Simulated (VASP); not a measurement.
# K2PdBr6 (Fm-3m) in VASP: single point with LDA

Aim: the single point of K2PdBr6 with LDA.

All numbers are computed with VASP 6.6.1; they aren't measurements. Logs are shortened: lines on timing, memory, paths and dates and some standing lists are left out, and cuts for length are marked.

**1. The cell of the first run**

The structure is cubic, space group Fm-3m (No. 225). The conventional cell has a = 10.313 Å, b = 10.313 Å, c = 10.313 Å, α = 90.00°, β = 90.00°, γ = 90.00°. Within 4.8 Å of K (site symmetry -43m) lie 12 Br at 3.65 Å and 4 Pd at 4.47 Å. Within 3.3 Å of Pd (site symmetry m-3m) lie 6 Br at 2.49 Å. Br (site symmetry 4mm) has 1 Pd at 2.49 Å within 3.3 Å.

**2. Single point, LDA**

POSCAR

```
K2PdBr6
1.0
    0.0000000000      5.1565650000      5.1565650000
    5.1565650000      0.0000000000      5.1565650000
    5.1565650000      5.1565650000      0.0000000000
K Pd Br
2 1 6
Direct
    0.2500000000      0.2500000000      0.2500000000
    0.7500000000      0.7500000000      0.7500000000
    0.0000000000      0.0000000000      0.0000000000
    0.7590100000      0.2409900000      0.2409900000
    0.2409900000      0.2409900000      0.7590100000
    0.7590100000      0.7590100000      0.2409900000
    0.2409900000      0.7590100000      0.2409900000
    0.7590100000      0.2409900000      0.7590100000
    0.2409900000      0.7590100000      0.7590100000
```

INCAR.step1

```
SYSTEM = K2PdBr6
PREC     = Accurate       ! precision mode
ENCUT    = 400            ! plane-wave cutoff, eV
EDIFF    = 1E-6           ! SCF threshold, eV
ISMEAR   = -1             ! smearing method
SIGMA    = 0.1            ! smearing width, eV
LREAL    = .False.        ! projectors in reciprocal space
LASPH    = .True.         ! aspherical terms in the spheres
NELM     = 120            ! most SCF steps
ALGO     = Normal         ! electronic algorithm
ISIF     = 2              ! what is computed and relaxed
LWAVE    = .False.        ! write WAVECAR
LCHARG   = .True.         ! write CHGCAR
LMAXMIX  = 4              ! l up to which the mixer works
GGA      = CA             ! functional
NBANDS   = 45             ! bands
GGA_COMPAT= .False.      
NEDOS    = 2001           ! points of the DOS
LORBIT   = 11             ! projections on sites
```

KPOINTS.step1

```
regular mesh
0
Gamma
  4 4 4
  0 0 0
```

INCAR.step2

```
SYSTEM = K2PdBr6
PREC     = Accurate       ! precision mode
ENCUT    = 400            ! plane-wave cutoff, eV
EDIFF    = 1E-6           ! SCF threshold, eV
ISMEAR   = -5             ! smearing method
SIGMA    = 0.1            ! smearing width, eV
LREAL    = .False.        ! projectors in reciprocal space
LASPH    = .True.         ! aspherical terms in the spheres
NELM     = 120            ! most SCF steps
ALGO     = Normal         ! electronic algorithm
ISIF     = 2              ! what is computed and relaxed
LWAVE    = .False.        ! write WAVECAR
LCHARG   = .False.        ! write CHGCAR
LMAXMIX  = 4              ! l up to which the mixer works
GGA      = CA             ! functional
LORBIT   = 11             ! projections on sites
NEDOS    = 1001           ! points of the DOS
ICHARG   = 11             ! starting density
GGA_COMPAT= .False.
```

KPOINTS.step2

```
regular mesh
0
Gamma
  6 6 6
  0 0 0
```

Potentials or basis: VASP PAW LDA potentials, release 64 (K_sv, Pd, Br).

On the command line:

```bash
$ cat potpaw_LDA.64/K_sv/POTCAR potpaw_LDA.64/Pd/POTCAR potpaw_LDA.64/Br/POTCAR > POTCAR
$ cp INCAR.step1 INCAR
$ cp KPOINTS.step1 KPOINTS
$ mpirun -np 1 vasp_std > vasp.out
$ cp INCAR.step2 INCAR
$ cp KPOINTS.step2 KPOINTS
$ mpirun -np 1 vasp_std > vasp.out
```

OUTCAR:

```text
SYSTEM = K2PdBr6
   PREC = Accurate
   ENCUT = 400
   EDIFF = 1E-6
   ISMEAR = -5
   LREAL = .False.
   LASPH = .True.
   NELM = 120
   ISIF = 2
   GGA = CA
   LORBIT = 11
   ICHARG = 11

 ion  position               nearest neighbor table
   1  0.250  0.250  0.250-
   2  0.750  0.750  0.750-
   3  0.000  0.000  0.000-   4 2.49   5 2.49   6 2.49   7 2.49   8 2.49   9 2.49
   4  0.759  0.241  0.241-   3 2.49
   5  0.241  0.241  0.759-   3 2.49
   6  0.759  0.759  0.241-   3 2.49
   7  0.241  0.759  0.241-   3 2.49
   8  0.759  0.241  0.759-   3 2.49
   9  0.241  0.759  0.759-   3 2.49

  LATTYP: Found a face centered cubic cell.
 ALAT       =    10.3131300000

  Lattice vectors:

 A1 = (   0.0000000000,   5.1565650000,   5.1565650000)
 A2 = (   5.1565650000,   0.0000000000,   5.1565650000)
 A3 = (   5.1565650000,   5.1565650000,   0.0000000000)

Analysis of symmetry for initial positions (statically):
=====================================================================
 Subroutine PRICEL returns:
 Original cell was already a primitive cell.

 Routine SETGRP: Setting up the symmetry group for a
 face centered cubic supercell.

 Subroutine GETGRP returns: Found 48 space group operations
 (whereof 48 operations were pure point group operations)
 out of a pool of 48 trial point group operations.

The static configuration has the point symmetry O_h .

Analysis of symmetry for dynamics (positions and initial velocities):
=====================================================================
 Subroutine PRICEL returns:
 Original cell was already a primitive cell.

 Routine SETGRP: Setting up the symmetry group for a
 face centered cubic supercell.

 Subroutine GETGRP returns: Found 48 space group operations
 (whereof 48 operations were pure point group operations)
 out of a pool of 48 trial point group operations.

The dynamic configuration has the point symmetry O_h .

 Subroutine INISYM returns: Found 48 space group operations
 (whereof 48 operations are pure point group operations),
 and found     1 'primitive' translations

----------------------------------------------------------------------------------------

                                     Primitive cell

  volume of cell :     274.2278

  direct lattice vectors                    reciprocal lattice vectors
     0.000000000  5.156565000  5.156565000    -0.096963773  0.096963773  0.096963773
     5.156565000  0.000000000  5.156565000     0.096963773 -0.096963773  0.096963773
     5.156565000  5.156565000  0.000000000     0.096963773  0.096963773 -0.096963773

  length of vectors
     7.292484158  7.292484158  7.292484158     0.167946182  0.167946182  0.167946182

  position of ions in fractional coordinates (direct lattice)
     0.250000000  0.250000000  0.250000000
     0.750000000  0.750000000  0.750000000
     0.000000000  0.000000000  0.000000000
     0.759010000  0.240990000  0.240990000
     0.240990000  0.240990000  0.759010000
     0.759010000  0.759010000  0.240990000
     0.240990000  0.759010000  0.240990000
     0.759010000  0.240990000  0.759010000
     0.240990000  0.759010000  0.759010000

  ion indices of the primitive-cell ions
   primitive index   ion index
                 1           1
                 2           2
                 3           3
                 4           4
                 5           5
                 6           6
                 7           7
                 8           8
                 9           9

----------------------------------------------------------------------------------------

 KPOINTS: regular mesh

Automatic generation of k-mesh.
 Grid dimensions read from file:
 generate k-points for:    6    6    6

 Generating k-lattice:

  Cartesian coordinates                     Fractional coordinates (reciprocal lattice)
    -0.016160629  0.016160629  0.016160629     0.166666667  0.000000000  0.000000000
     0.016160629 -0.016160629  0.016160629     0.000000000  0.166666667  0.000000000
     0.016160629  0.016160629 -0.016160629     0.000000000  0.000000000  0.166666667

  Length of vectors
     0.027991030  0.027991030  0.027991030

  Shift w.r.t. Gamma in fractional coordinates (k-lattice)
     0.000000000  0.000000000  0.000000000

 TETIRR: Found     35 inequivalent tetrahedra from     1296

 Subroutine IBZKPT returns following result:
 ===========================================

 Found     16 irreducible k-points:

 Following reciprocal coordinates:
            Coordinates               Weight
  0.000000  0.000000  0.000000      1.000000
  0.166667  0.000000  0.000000      8.000000
  0.333333  0.000000  0.000000      8.000000
  0.500000  0.000000  0.000000      4.000000
  0.166667  0.166667  0.000000      6.000000
  0.333333  0.166667  0.000000     24.000000
[... 8 lines left out ...]
 -0.333333  0.333333  0.166667     24.000000
 -0.333333  0.500000  0.166667     12.000000
   k-points           NKPTS =     16   k-points in BZ     NKDIM =     16   number of bands    NBANDS=     42
   number of dos      NEDOS =   1001   number of ions     NIONS =      9
   total plane-waves  NPLWV = 110592
   dimension x,y,z NGX =    48 NGY =   48 NGZ =   48
   dimension x,y,z NGXF=    96 NGYF=   96 NGZF=   96
   ions per type =               2   1   6
   NGX,Y,Z   is equivalent  to a cutoff of  10.94, 10.94, 10.94 a.u.
   NGXF,Y,Z  is equivalent  to a cutoff of  21.89, 21.89, 21.89 a.u.
 SYSTEM =  K2PdBr6
   PREC   = accura    normal or accurate (medium, high low for compatibility)
   ISTART =      0    job   : 0-new  1-cont  2-samecut
   ICHARG =     11    charge: 1-file 2-atom 10-const
   ISPIN  =      1    spin polarized calculation?
   LNONCOLLINEAR =      F non collinear calculations
   LSORBIT =      F    spin-orbit coupling
   LASPH  =      T    aspherical Exc in radial PAW
   ENCUT  =  400.0 eV  29.40 Ry    5.42 a.u.  11.89 11.89 11.89*2*pi/ulx,y,z
   NELM   =    120;   NELMIN=  2; NELMDL=  0     # of ELM steps
   EDIFF  = 0.1E-05   stopping-criterion for ELM
   LREAL  =      F    real-space projection
   EDIFFG = 0.1E-04   stopping-criterion for IOM
   NSW    =      0    number of steps for IOM
   IBRION =     -1    ionic relax: 0-MD 1-quasi-New 2-CG
   NFREE  =      0    steps in history (QN), initial steepest desc. (CG)
   ISIF   =      2    stress and relaxation
   ISYM   =      2    0-nonsym 1-usesym 2-fastsym
   POTIM  = 0.5000    time-step for ionic-motion
   TEBEG  =    0.0;   TEEND  =   0.0 temperature during run
   PSTRESS=    0.0 pullay stress
   NELECT =      70.0000    total number of electrons
   NUPDOWN=      -1.0000    fix difference up-down
   EMIN   =  10.00;   EMAX   =-10.00  energy-range for DOS
   EFERMI =   0.00;   METHOD = LEGACY
   ISMEAR =    -5;   SIGMA  =   0.10  broadening in eV -4-tet -1-fermi 0-gaus
   EFERMI_NEDOS =   21; number of points for ismear=-14 and -15
   IALGO  =     38    algorithm
   IMIX   =      4    mixing-type and parameters
     AMIX     =   0.40;   BMIX     =  1.00
     AMIX_MAG =   1.60;   BMIX_MAG =  1.00
  volume/ion in A,a.u.               =      30.47       205.62
  Fermi-wavevector in a.u.,A,eV,Ry     =   1.038493  1.962468 14.673451  1.078468
  Thomas-Fermi vector in A             =   2.172980
   LORBIT       =     11    0 simple, 1 ext, 2 COOP (PROOUT), +10 PAW based schemes
   GGA     = CA    functional components
   LHFCALC =     F    Hartree Fock is set to
   AEXX    =    0.0000 exact exchange contribution
   IVDW    =     0    specifies the selected vdW correction
   LEPSILON=     F    determine dielectric tensor
   LRPA    =     F    only Hartree local field effects (RPA)
 non-spin polarized calculation
 Fermi weights with tetrahedron method with Bloechl corrections
  energy-cutoff  :      400.00
  volume of cell :      274.23
 maximum number of plane-waves:      5004

 number of electron      69.9999992 magnetization

 Free energy of the ion-electron system (eV)
  ---------------------------------------------------
  ext. energy  EPLUGINS =         0.00000000
  ---------------------------------------------------
  free energy    TOTEN  =       -30.14529846 eV

  energy without entropy =      -30.14529846  energy(sigma->0) =      -30.14529846

 E-fermi :   0.2125     XC(G=0):  -8.7284

 val. band max:        0.1839244649   @ k =   0.0000   0.0000   0.0000
 cond. band min:       0.4728365167   @ k =   0.5000   0.5000   0.0000
 fundamental gap:      0.2889120518
 Fermi energy:         0.2124754708

 k-point     1 :       0.0000    0.0000    0.0000
  band No.  band energies     occupation
      1     -28.0547      2.00000
      2     -28.0533      2.00000
      3     -14.0755      2.00000
      4     -13.3850      2.00000
      5     -13.3850      2.00000
      6     -13.3850      2.00000
[... 34 lines left out ...]
     41       6.0113      0.00000
     42       6.0114      0.00000

 k-point     2 :       0.1667    0.0000    0.0000
  band No.  band energies     occupation
      1     -28.0546      2.00000
      2     -28.0534      2.00000
      3     -14.0496      2.00000
      4     -13.4299      2.00000
      5     -13.3776      2.00000
      6     -13.3776      2.00000
[... 619 lines left out ...]
     41       7.2399      0.00000
     42       7.5234      0.00000

 k-point    16 :      -0.3333    0.5000    0.1667
  band No.  band energies     occupation
      1     -28.0541      2.00000
      2     -28.0538      2.00000
      3     -13.9029      2.00000
      4     -13.5427      2.00000
      5     -13.4184      2.00000
      6     -13.4122      2.00000
[... 34 lines left out ...]
     41       7.3666      0.00000
     42       7.7520      0.00000

------------------------ aborting loop because EDIFF is reached ----------------------------------------

  FORCE on cell =-STRESS in cart. coord.  units (eV):
  Direction    XX          YY          ZZ          XY          YZ          ZX
  --------------------------------------------------------------------------------------
  -------------------------------------------------------------------------------------
  Total       -4.7879581     -4.7879581     -4.7879581      0.0000000     -0.0000000     -0.0000000
  in kB      -27.9736696    -27.9736696    -27.9736696      0.0000000     -0.0000000     -0.0000000
  external PRESSURE =     -27.9736696 kB  Pullay stress =       0.0000000 kB

 VOLUME and BASIS-vectors are now :
 -----------------------------------------------------------------------------
  energy-cutoff  :      400.00
  volume of cell :      274.23
      direct lattice vectors                 reciprocal lattice vectors
     0.000000000  5.156565000  5.156565000    -0.096963773  0.096963773  0.096963773
     5.156565000  0.000000000  5.156565000     0.096963773 -0.096963773  0.096963773
     5.156565000  5.156565000  0.000000000     0.096963773  0.096963773 -0.096963773

 POSITION                                       TOTAL-FORCE (eV/Angst)
 -----------------------------------------------------------------------------------
      2.57828      2.57828      2.57828         0.000000      0.000000      0.000000
      7.73485      7.73485      7.73485         0.000000     -0.000000     -0.000000
      0.00000      0.00000      0.00000         0.000000      0.000000      0.000000
      2.48536      5.15656      5.15656        -0.279238      0.000000      0.000000
      5.15656      5.15656      2.48536         0.000000      0.000000     -0.279238
      5.15656      5.15656      7.82777         0.000000      0.000000      0.279238
      5.15656      2.48536      5.15656         0.000000     -0.279238      0.000000
      5.15656      7.82777      5.15656         0.000000      0.279238      0.000000
      7.82777      5.15656      5.15656         0.279238      0.000000      0.000000
 -----------------------------------------------------------------------------------
    total drift:                               -0.000000     -0.000000      0.000000

  FREE ENERGIE OF THE ION-ELECTRON SYSTEM (eV)
  ---------------------------------------------------
  free  energy   TOTEN  =       -30.1452984572 eV

  energy  without entropy=      -30.1452984572  energy(sigma->0) =      -30.14529846

 total charge

# of ion       s       p       d       tot
------------------------------------------
    1        1.949   5.551   0.016   7.516
    2        1.949   5.551   0.016   7.516
    3        0.453   0.615   8.302   9.370
    4        1.618   3.181   0.018   4.817
    5        1.618   3.181   0.018   4.817
    6        1.618   3.181   0.018   4.817
    7        1.618   3.181   0.018   4.817
    8        1.618   3.181   0.018   4.817
    9        1.618   3.181   0.018   4.817
--------------------------------------------------
tot         14.062  30.800   8.441  53.303
```

Wall time 3.2 min (1 thread of Intel Xeon Platinum 8375C at 2.90GHz (Ice Lake), shared host); peak memory 0.29 GiB.

Results:

```yaml
Valence_electrons_inside_the_program's_atomic_spheres: K 7.52; Pd 9.37; Br 4.82
```

Levels at points of the mesh, in eV from the valence-band top:
| k point | band 32 | band 33 | band 34 | band 35 | band 36 | band 37 | band 38 | band 39 |
| --- | --- | --- | --- | --- | --- | --- | --- | --- |
| (0.00, 0.00, 0.00) | -0.45 | 0.00 | 0.00 | 0.00 | 1.55 | 1.55 | 4.12 | 5.08 |
| (0.50, 0.00, 0.00) | -0.65 | -0.49 | -0.49 | -0.38 | 1.22 | 1.22 | 5.74 | 5.90 |
| (0.50, 0.50, 0.00) | -0.66 | -0.61 | -0.61 | -0.03 | 0.29 | 1.53 | 6.19 | 6.37 |
